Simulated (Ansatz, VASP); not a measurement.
## Al in VASP and in Ansatz

The input INCAR:

```
ALGO     = Normal         # electronic algorithm
EDIFF    = 1E-6           # SCF threshold, eV
ENCUT    = 500            # plane-wave cutoff, eV
GGA      = PS             # functional
GGA_COMPAT= F            
ISIF     = 2              # what is computed and relaxed
ISMEAR   = -1             # smearing method
LASPH    = T              # aspherical terms in the spheres
LCHARG   = F              # write CHGCAR
LREAL    = F              # projectors in reciprocal space
LWAVE    = F              # write WAVECAR
NBANDS   = 8              # bands
NELM     = 120            # most SCF steps
PREC     = Accurate       # precision mode
SIGMA    = 0.05           # smearing width, eV
```

Contents of KPOINTS:

```
k-points
0
Gamma
  15 15 15
```

The input POSCAR:

```
Al
1.0
    2.7215709975      0.0000000000      0.0000000000
    0.0000000000      2.7215709975      0.0000000000
    0.0000000000      0.0000000000      2.7215709975
Al
1
Direct
    0.0000000000      0.0000000000      0.0000000000
```

Input for Ansatz:

```yaml
crystal:
  lattice:
    - [2.7215709975, 0.0, 0.0]
    - [0.0, 2.7215709975, 0.0]
    - [0.0, 0.0, 2.7215709975]
  atoms:
    - { symbol: Al, position: [0.0, 0.0, 0.0] }
kpoints:
  mp_grid: { grid: [15, 15, 15] }
  band_path:
    path:
      - [0.0, 0.0, 0.0]
      - [0.0, 0.5, 0.0]
      - [0.5, 0.5, 0.0]
      - [0.0, 0.0, 0.0]
      - [0.5, 0.5, 0.5]
      - [0.0, 0.5, 0.0]
      - [0.5, 0.5, 0.5]
      - [0.5, 0.5, 0.0]
    npoints: 5
scf:
  occupations: { method: fermi_dirac, width: 0.05 }
hamiltonian:
  xc: pbesol
  pseudopotentials: { kind: all_electron, lapw: { basis_error: 0.0005 } }
output:
  forces: true
  stress: true
  eigenvalues: true
```

Alike in both runs: task single point; functional PBEsol; k mesh 15 × 15 × 15; occupations fermi-dirac, width 0.05 eV; no spin polarisation.

```csv
,VASP,Ansatz
version,VASP 6.6.1,Ansatz 0.2.0
potentials or method,"VASP PAW PBE potentials, release 64 (Al), cutoff 500 eV","all-electron LAPW, scalar-relativistic"
```

|  | VASP | Ansatz | Ansatz less VASP |
| --- | --- | --- | --- |
| pressure (GPa) | -1.3 | -1.3 | -0.08 |

VASP's potentials were made for PBE, not for PBEsol. Ansatz ran all-electron here, and VASP with PAW potentials.
